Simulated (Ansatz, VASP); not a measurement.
Two plane-wave programs on Hf2SeS3

Contents of INCAR:

```
ALGO     = Normal         # electronic algorithm
EDIFF    = 1E-6           # SCF threshold, eV
ENCUT    = 520            # plane-wave cutoff, eV
GGA      = PE             # functional
ISIF     = 2              # what is computed and relaxed
ISMEAR   = 0              # smearing method
LASPH    = True           # aspherical terms in the spheres
LCHARG   = False          # write CHGCAR
LREAL    = False          # projectors in reciprocal space
LWAVE    = False          # write WAVECAR
NBANDS   = 31             # bands
NELM     = 100            # most SCF steps
PREC     = Accurate       # precision mode
SIGMA    = 0.1            # smearing width, eV
```

The input KPOINTS:

```
k-points
0
Gamma
  4 4 2
```

POSCAR

```
Hf2SeS3
1.0
    3.9910246400      0.0000000000      0.0000000000
    0.0000000000      3.9910246400      0.0000000000
    0.0000000000      0.0000000000      9.3934495600
Hf Se S
2 1 3
Direct
    0.5000000000      0.0000000000      0.1433060500
    0.0000000000      0.5000000000      0.8566939500
    0.5000000000      0.5000000000      0.5000000000
    0.0000000000      0.0000000000      0.2933384500
    0.0000000000      0.0000000000      0.7066615500
    0.5000000000      0.5000000000      0.0000000000
```

Input for Ansatz:

```yaml
crystal:
  lattice:
    - [3.99102464, 0.0, 0.0]
    - [0.0, 3.99102464, 0.0]
    - [0.0, 0.0, 9.39344956]
  atoms:
    - { symbol: Hf, position: [0.5, 0.0, 0.14330605] }
    - { symbol: Hf, position: [0.0, 0.5, 0.85669395] }
    - { symbol: Se, position: [0.5, 0.5, 0.5] }
    - { symbol: S, position: [0.0, 0.0, 0.29333845] }
    - { symbol: S, position: [0.0, 0.0, 0.70666155] }
    - { symbol: S, position: [0.5, 0.5, 0.0] }
basis:
  ecutwfc: 420
kpoints:
  mp_grid: { grid: [4, 4, 2] }
hamiltonian:
  xc: pbe
scf:
  occupations: { method: gaussian, width: 0.1 }
  lower_state_search: "off"
output:
  forces: true
  stress: true
  eigenvalues: true
```

Change from the starting cell: species swapped into the CsLi2I3 type (P-4m2, No. 115).

Alike in both runs: task single point; functional PBE; k mesh 4 × 4 × 2; occupations gaussian, width 0.1 eV; no spin polarisation.

|  | VASP | Ansatz |
| --- | --- | --- |
| version | VASP 6.6.1 | Ansatz 0.2.0 |
| potentials or method | VASP PAW PBE potentials, release 64 (Hf_pv, Se, S), cutoff 520 eV | scalar-relativistic, plane waves, PAW |
| valence electrons in the cell | 44 | 86 |

Ansatz gave:

| Item | Value |
| --- | --- |
| gap on the k mesh at the Fermi level (eV) | none |
| pressure (GPa) | 0.7 |
| traceless stress, the component that is largest in VASP (GPa) | -0.81 |
| rms of the force components (eV/Å) | 0.872 |

Which values does VASP return?

gap on the k mesh at the Fermi level (eV): none; pressure (GPa): 0.4; traceless stress, the component that is largest in VASP (GPa): -0.82; rms of the force components (eV/Å): 0.883.

Atom by atom the forces differ by 0.017 eV/Å (rms over components). A gap of «none» marks a metal or a gap that the smearing closes. The functional is the same, so the differences come from potentials, cutoffs and numerics. VASP's potentials hold 44 valence electrons a cell and Ansatz's 86, so a difference there can come from the potentials and not from the codes.

The k mesh is coarse, so the values compare programs but aren't converged. Neither program's run includes spin-orbit coupling.
